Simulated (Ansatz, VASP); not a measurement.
## C in VASP and in Ansatz

File INCAR:

```
ALGO = Normal
DIPOL = 0.5 0.5 0.352
EDIFF = 1E-6
ENCUT = 520
GGA = PE
IDIPOL = 3
ISIF = 2
ISMEAR = 0
IVDW = 12
LASPH = T
LCHARG = F
LDIPOL = T
LREAL = F
LWAVE = F
NBANDS = 16
NELM = 60
PREC = Accurate
SIGMA = 0.1
```

File KPOINTS:

```
k-points
0
Gamma
  15 15 1
```

POSCAR

```
C
1.0
    2.4657189596      0.0000000000      0.0000000000
   -1.2328594798      2.1353752576      0.0000000000
    0.0000000000      0.0000000000     17.5000000000
C
4
Direct
    0.3333333333      0.6666666667      0.2571428571
    0.6666666667      0.3333333333      0.2571428571
    0.3333333333      1.0000000000      0.4462857143
    0.6666666667      0.6666666667      0.4462857143
```

Input for Ansatz:

```yaml
crystal:
  lattice:
    - [2.4657189596, 0.0, 0.0]
    - [-1.2328594798, 2.1353752576, 0.0]
    - [0.0, 0.0, 17.5]
  atoms:
    - { symbol: C, position: [0.3333333333, 0.6666666667, 0.2571428571] }
    - { symbol: C, position: [0.6666666667, 0.3333333333, 0.2571428571] }
    - { symbol: C, position: [0.3333333333, 1.0, 0.4462857143] }
    - { symbol: C, position: [0.6666666667, 0.6666666667, 0.4462857143] }
basis:
  ecutwfc: 420
kpoints:
  mp_grid: { grid: [15, 15, 1] }
hamiltonian:
  xc: pbe
  dispersion: d3bj
scf:
  occupations: { method: gaussian, width: 0.1 }
output:
  forces: true
  eigenvalues: true
efield:
  axis: 3
  dipole_correction: true
  ramp_width: 0.04
```

Alike in both runs: task single point; functional PBE; dispersion D3(BJ); k mesh 15 × 15 × 1; occupations gaussian, width 0.1 eV; no spin polarisation.

```csv
,VASP,Ansatz
version,VASP 6.6.1,Ansatz 0.2.0
potentials or method,"VASP PAW PBE potentials, release 64 (C), cutoff 520 eV","scalar-relativistic, plane waves, PAW"
valence electrons in the cell,16,16
```

```csv
,VASP,Ansatz,Ansatz less VASP
gap on the k mesh at the Fermi level (eV),0.42,0.42,0.000
least direct gap on the mesh (eV),0.42,0.42,0.000
rms of the force components (eV/Å),0.019,0.018,-0.0002
```

Atom by atom the forces differ by 0.000 eV/Å (rms over components).
